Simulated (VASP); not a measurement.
# GaAs (F-43m) in VASP: G0W0 quasiparticle levels with r2SCAN

Aim: the G0W0 quasiparticle levels of GaAs with r2SCAN.

Everything below comes from runs of VASP 6.6.1. Logs are shortened: lines on timing, memory, paths and dates and some standing lists are left out, and cuts for length are marked.

## Step 1: The cell of the first run

Symmetry: F-43m, No. 216, cubic system. Conventional cell: a = 5.666 Å, b = 5.666 Å, c = 5.666 Å, α = 90.00°, β = 90.00°, γ = 90.00°. Within 3.2 Å of Ga (site symmetry -43m) lie 4 As at 2.45 Å. Within 3.2 Å of As (site symmetry -43m) lie 4 Ga at 2.45 Å.

## Step 2: G0W0 quasiparticle levels, r2SCAN

The input, POSCAR:

```
GaAs
1.0
    0.0000000000      2.8330850941      2.8330850941
    2.8330850941      0.0000000000      2.8330850941
    2.8330850941      2.8330850941      0.0000000000
Ga As
1 1
Direct
    0.0000000000      0.0000000000      0.0000000000
    0.2500000000      0.2500000000      0.2500000000
```

The input, INCAR.step1:

```
PREC = Accurate
ENCUT = 500
EDIFF = 1E-8
ISMEAR = 0
SIGMA = 0.01
LREAL = False
LASPH = True
NELM = 100
ALGO = Normal
LWAVE = True
LCHARG = False
METAGGA = R2SCAN
LMIXTAU = True
```

The input, INCAR.step2:

```
PREC = Accurate
ENCUT = 500
EDIFF = 1E-8
ISMEAR = 0
SIGMA = 0.01
LREAL = False
LASPH = True
NELM = 1
ALGO = Exact
LWAVE = True
LCHARG = False
METAGGA = R2SCAN
LMIXTAU = True
NBANDS = 180
LOPTICS = True
ISTART = 1
```

The input, INCAR.step3:

```
PREC = Accurate
ENCUT = 500
EDIFF = 1E-8
ISMEAR = 0
SIGMA = 0.01
LREAL = False
LASPH = True
ALGO = EVGW0
LWAVE = False
LCHARG = False
METAGGA = R2SCAN
LMIXTAU = True
NELMGW = 1
NBANDS = 180
ENCUTGW = 140.0
NOMEGA = 96
PRECFOCK = Fast
ISTART = 1
NBANDSGW = 17
OMEGAMAX = 20
```

The input, KPOINTS:

```
regular mesh
0
Gamma
  4 4 4
```

Potentials or basis: VASP PAW PBE potentials, release 64 (Ga_d_GW, As_GW).

Run with:

```bash
> cat potpaw_PBE.64/Ga_d_GW/POTCAR potpaw_PBE.64/As_GW/POTCAR > POTCAR
> cp INCAR.step1 INCAR
> mpirun -np 1 vasp_std > vasp.out
> cp INCAR.step2 INCAR
> mpirun -np 1 vasp_std > vasp.out
> cp INCAR.step3 INCAR
> mpirun -np 1 vasp_std > vasp.out
```

OUTCAR:

```text
PREC = Accurate
   ENCUT = 500
   EDIFF = 1E-8
   ISMEAR = 0
   LREAL = False
   LASPH = True
   METAGGA = R2SCAN
   NELMGW = 1
   ENCUTGW = 140.0
   PRECFOCK = Fast
   ISTART = 1

 ion  position               nearest neighbor table
   1  0.000  0.000  0.000-   2 2.45   2 2.45   2 2.45   2 2.45
   2  0.250  0.250  0.250-   1 2.45   1 2.45   1 2.45   1 2.45

  LATTYP: Found a face centered cubic cell.
 ALAT       =     5.6661701882

  Lattice vectors:

 A1 = (   0.0000000000,   2.8330850941,   2.8330850941)
 A2 = (   2.8330850941,   0.0000000000,   2.8330850941)
 A3 = (   2.8330850941,   2.8330850941,   0.0000000000)

Analysis of symmetry for initial positions (statically):
=====================================================================
 Subroutine PRICEL returns:
 Original cell was already a primitive cell.

 Routine SETGRP: Setting up the symmetry group for a
 face centered cubic supercell.

 Subroutine GETGRP returns: Found 24 space group operations
 (whereof 24 operations were pure point group operations)
 out of a pool of 48 trial point group operations.

The static configuration has the point symmetry T_d .

Analysis of symmetry for dynamics (positions and initial velocities):
=====================================================================
 Subroutine PRICEL returns:
 Original cell was already a primitive cell.

 Routine SETGRP: Setting up the symmetry group for a
 face centered cubic supercell.

 Subroutine GETGRP returns: Found 24 space group operations
 (whereof 24 operations were pure point group operations)
 out of a pool of 48 trial point group operations.

The dynamic configuration has the point symmetry T_d .

 Subroutine INISYM returns: Found 24 space group operations
 (whereof 24 operations are pure point group operations),
 and found     1 'primitive' translations

----------------------------------------------------------------------------------------

                                     Primitive cell

  volume of cell :      45.4788

  direct lattice vectors                    reciprocal lattice vectors
     0.000000000  2.833085094  2.833085094    -0.176486051  0.176486051  0.176486051
     2.833085094  0.000000000  2.833085094     0.176486051 -0.176486051  0.176486051
     2.833085094  2.833085094  0.000000000     0.176486051  0.176486051 -0.176486051

  length of vectors
     4.006587363  4.006587363  4.006587363     0.305682807  0.305682807  0.305682807

  position of ions in fractional coordinates (direct lattice)
     0.000000000  0.000000000  0.000000000
     0.250000000  0.250000000  0.250000000

  ion indices of the primitive-cell ions
   primitive index   ion index
                 1           1
                 2           2

----------------------------------------------------------------------------------------

 KPOINTS: regular mesh

Automatic generation of k-mesh.
 Grid dimensions read from file:
 generate k-points for:    4    4    4

 Generating k-lattice:

  Cartesian coordinates                     Fractional coordinates (reciprocal lattice)
    -0.044121513  0.044121513  0.044121513     0.250000000  0.000000000  0.000000000
     0.044121513 -0.044121513  0.044121513     0.000000000  0.250000000  0.000000000
     0.044121513  0.044121513 -0.044121513     0.000000000  0.000000000  0.250000000

  Length of vectors
     0.076420702  0.076420702  0.076420702

  Shift w.r.t. Gamma in fractional coordinates (k-lattice)
     0.000000000  0.000000000  0.000000000

 Subroutine IBZKPT returns following result:
 ===========================================

 Found      8 irreducible k-points:

 Following reciprocal coordinates:
            Coordinates               Weight
  0.000000  0.000000  0.000000      1.000000
  0.250000  0.000000  0.000000      8.000000
  0.500000  0.000000  0.000000      4.000000
  0.250000  0.250000  0.000000      6.000000
  0.500000  0.250000  0.000000     24.000000
 -0.250000  0.250000  0.000000     12.000000
  0.500000  0.500000  0.000000      3.000000
 -0.250000  0.500000  0.250000      6.000000
   k-points           NKPTS =      8   k-points in BZ     NKDIM =     64   number of bands    NBANDS=    180
   number of dos      NEDOS =    301   number of ions     NIONS =      2
   total plane-waves  NPLWV =  27000
   dimension x,y,z NGX =    30 NGY =   30 NGZ =   30
   dimension x,y,z NGXF=    60 NGYF=   60 NGZF=   60
   ions per type =               1   1
   NGX,Y,Z   is equivalent  to a cutoff of  12.45, 12.45, 12.45 a.u.
   NGXF,Y,Z  is equivalent  to a cutoff of  24.90, 24.90, 24.90 a.u.
 SYSTEM =  unknown system
   PREC   = accura    normal or accurate (medium, high low for compatibility)
   ISTART =      1    job   : 0-new  1-cont  2-samecut
   ICHARG =      0    charge: 1-file 2-atom 10-const
   ISPIN  =      1    spin polarized calculation?
   LNONCOLLINEAR =      F non collinear calculations
   LSORBIT =      F    spin-orbit coupling
   LASPH  =      T    aspherical Exc in radial PAW
   ENCUT  =  500.0 eV  36.75 Ry    6.06 a.u.   7.30  7.30  7.30*2*pi/ulx,y,z
   NELM   =     60;   NELMIN=  2; NELMDL=  0     # of ELM steps
   EDIFF  = 0.1E-07   stopping-criterion for ELM
   LREAL  =      F    real-space projection
   EDIFFG = 0.1E-06   stopping-criterion for IOM
   NSW    =      0    number of steps for IOM
   IBRION =     -1    ionic relax: 0-MD 1-quasi-New 2-CG
   NFREE  =      0    steps in history (QN), initial steepest desc. (CG)
   ISIF   =      0    stress and relaxation
   ISYM   =      3    0-nonsym 1-usesym 2-fastsym
   POTIM  = 0.5000    time-step for ionic-motion
   TEBEG  =    0.0;   TEEND  =   0.0 temperature during run
   PSTRESS=    0.0 pullay stress
   NELECT =      18.0000    total number of electrons
   NUPDOWN=      -1.0000    fix difference up-down
   EMIN   =  10.00;   EMAX   =-10.00  energy-range for DOS
   EFERMI =   0.00;   METHOD = LEGACY
   ISMEAR =     0;   SIGMA  =   0.01  broadening in eV -4-tet -1-fermi 0-gaus
   EFERMI_NEDOS =   21; number of points for ismear=-14 and -15
   IALGO  =     38    algorithm
   IMIX   =      4    mixing-type and parameters
     AMIX     =   0.40;   BMIX     =  1.00
     AMIX_MAG =   1.60;   BMIX_MAG =  1.00
  volume/ion in A,a.u.               =      22.74       153.45
  Fermi-wavevector in a.u.,A,eV,Ry     =   1.201977  2.271407 19.656990  1.444748
  Thomas-Fermi vector in A             =   2.337771
   LORBIT       =      0    0 simple, 1 ext, 2 COOP (PROOUT), +10 PAW based schemes
   METAGGA = R2SCAN    functional components
   LHFCALC =     T    Hartree Fock is set to
   PRECFOCK=fast      Normal, Fast or Accurate (Low or Medium for compatibility)
   ENCUT4O =  -1.0   cutoff for four orbital integrals eV
   NKREDX  =     1    reduce k-point grid by
   NKREDY  =     1    reduce k-point grid by
   NKREDZ  =     1    reduce k-point grid by
   AEXX    =    1.0000 exact exchange contribution
   HFSCREEN=    0.0000 screening length (either q_TF or 0.3 A-1)
   HFSCREENC=   0.0000 screening length for correlation (either q_TF or 0.3 A-1)
   ENCUTFOCK=  -1.0 apply spherical cutoff to Coloumb kernel
   IVDW    =     0    specifies the selected vdW correction
   LEPSILON=     F    determine dielectric tensor
   LRPA    =     F    only Hartree local field effects (RPA)
   LRPAFORCE           =     F    calculate RPA forces
   ENCUTGW             = 140.0    cutoff for response function in eV
   ENCUTGWSOFT         = 112.0    soft cutoff for Coulomb kernel in GW response function in eV
   ENCUTLF             =  -1.0    cutoff for local field effects
   NELMGW              =     1    number of iterations in solving QP/BSE equation
   NELMHF              =     1    number of iterations in the inner HF iteration
   NKREDLFX            =     1    NKREDLFY  =   1   NKREDLFZ  =   1
 non-spin polarized calculation
 Gauss-broadening in eV      SIGMA  =   0.01
  energy-cutoff  :      500.00
  volume of cell :       45.48
 maximum number of plane-waves:      1174
 NGX is ok and might be reduce to    30
  NGX = 18; NGY = 18; NGZ = 18
   NGX = 15   NGY = 15   NGZ = 15
 maximum number of plane-waves:       176
 NGX is ok and might be reduce to    18

 QP shifts <psi_nk| G(iteration)W_0 |psi_nk>: iteration 1
 for sc-GW calculations column KS-energies equals QP-energies in previous step
 and V_xc(KS)=  KS-energies - (<T + V_ion + V_H > + <T+V_H+V_ion>^1  + <V_x>^1)

 k-point   1 :       0.0000    0.0000    0.0000
  band No.  KS-energies  QP-energies   sigma(KS)   V_xc(KS)     V^pw_x(r,r')   Z            occupation Imag(sigma)

      1     -11.6814     -13.4940     -25.3831     -22.7216     -35.1582       0.6810       2.0000       0.1791
      2     -11.6814     -13.4940     -25.3831     -22.7216     -35.1582       0.6810       2.0000       0.1791
      3     -11.6814     -13.4940     -25.3831     -22.7216     -35.1582       0.6810       2.0000       0.1791
      4     -11.5933     -13.4391     -25.5168     -22.8182     -35.2674       0.6840       2.0000       0.1500
      5     -11.5933     -13.4391     -25.5168     -22.8182     -35.2674       0.6840       2.0000       0.1500
      6      -9.5781      -9.5315     -11.8159     -11.8898     -18.0822       0.6302       2.0000       0.8613
[... 9 lines left out ...]
     16      14.1570      13.9735      -9.8094      -9.5653      -4.5047       0.7516       0.0000      -0.2682
     17      15.8244      15.3081      -7.8552      -7.1686      -2.1878       0.7519       0.0000      -0.3779

 k-point   2 :       0.2500    0.0000    0.0000
  band No.  KS-energies  QP-energies   sigma(KS)   V_xc(KS)     V^pw_x(r,r')   Z            occupation Imag(sigma)

      1     -11.7275     -13.4845     -25.0601     -22.4746     -34.7835       0.6796       2.0000       0.1947
      2     -11.6695     -13.4848     -25.4093     -22.7440     -35.1875       0.6811       2.0000       0.1771
      3     -11.6695     -13.4848     -25.4093     -22.7440     -35.1875       0.6811       2.0000       0.1771
      4     -11.5929     -13.4406     -25.5163     -22.8191     -35.2698       0.6850       2.0000       0.1499
      5     -11.5929     -13.4406     -25.5163     -22.8191     -35.2698       0.6850       2.0000       0.1499
      6      -8.8572      -8.8446     -12.2419     -12.2607     -18.3425       0.6688       2.0000       0.8422
[... 9 lines left out ...]
     16      13.1238      12.6830      -7.6510      -7.0675      -2.2533       0.7554       0.0000      -0.2736
     17      16.1533      15.7731      -8.6831      -8.1848      -2.7864       0.7628       0.0000      -0.4823

 k-point   3 :       0.5000    0.0000    0.0000
  band No.  KS-energies  QP-energies   sigma(KS)   V_xc(KS)     V^pw_x(r,r')   Z            occupation Imag(sigma)
[... 85 lines left out ...]
      1     -11.7992     -13.5133     -24.8356     -22.3040     -34.5305       0.6771       2.0000       0.2079
      2     -11.6297     -13.4691     -25.5064     -22.8281     -35.2993       0.6868       2.0000       0.1742
      3     -11.6297     -13.4691     -25.5064     -22.8281     -35.2993       0.6868       2.0000       0.1742
      4     -11.6194     -13.4472     -25.4266     -22.7415     -35.1648       0.6807       2.0000       0.1544
      5     -11.5798     -13.4326     -25.5400     -22.8451     -35.3055       0.6875       2.0000       0.1494
      6      -6.9771      -6.9387     -12.9884     -13.0433     -18.5367       0.6999       2.0000       0.6704
[... 9 lines left out ...]
     16      17.5368      17.1424     -10.0133      -9.4985      -4.1111       0.7662       0.0000      -0.5569
     17      17.5456      17.2220      -9.5369      -9.1110      -3.4742       0.7596       0.0000      -0.5258

 k-point   8 :      -0.2500    0.5000    0.2500
  band No.  KS-energies  QP-energies   sigma(KS)   V_xc(KS)     V^pw_x(r,r')   Z            occupation Imag(sigma)

      1     -11.7864     -13.4954     -24.8387     -22.3137     -34.5384       0.6768       2.0000       0.2090
      2     -11.6479     -13.4806     -25.4657     -22.7884     -35.2490       0.6846       2.0000       0.1715
      3     -11.6339     -13.4634     -25.4776     -22.8036     -35.2643       0.6842       2.0000       0.1725
      4     -11.6048     -13.4394     -25.4873     -22.7946     -35.2389       0.6813       2.0000       0.1513
      5     -11.5887     -13.4333     -25.5165     -22.8228     -35.2750       0.6848       2.0000       0.1496
      6      -6.9185      -6.8806     -13.1049     -13.1591     -18.6618       0.6995       2.0000       0.6584
[... 9 lines left out ...]
     16      17.6441      17.2190      -9.4886      -8.9227      -3.3881       0.7512       0.0000      -0.6214
     17      17.9223      17.6426      -9.9059      -9.5262      -3.5857       0.7368       0.0000      -0.6195
```

It took 3.6 min on 1 thread of Intel Xeon 6975P-C (Granite Rapids), shared host; peak memory 0.48 GiB.

What came out:

```yaml
Quasiparticle_gap: 1.54 eV
Least_direct_quasiparticle_gap: 1.54 eV
Band_gap_of_the_starting_levels_on_the_mesh: 0.93 eV
Least_direct_gap_of_the_starting_levels_on_the_mesh: 0.93 eV
```

Caveat: the k points lie up to 0.48 Å⁻¹ apart; bands, screening cutoff and mesh are small and nothing is extrapolated, so the quasiparticle values aren't converged.
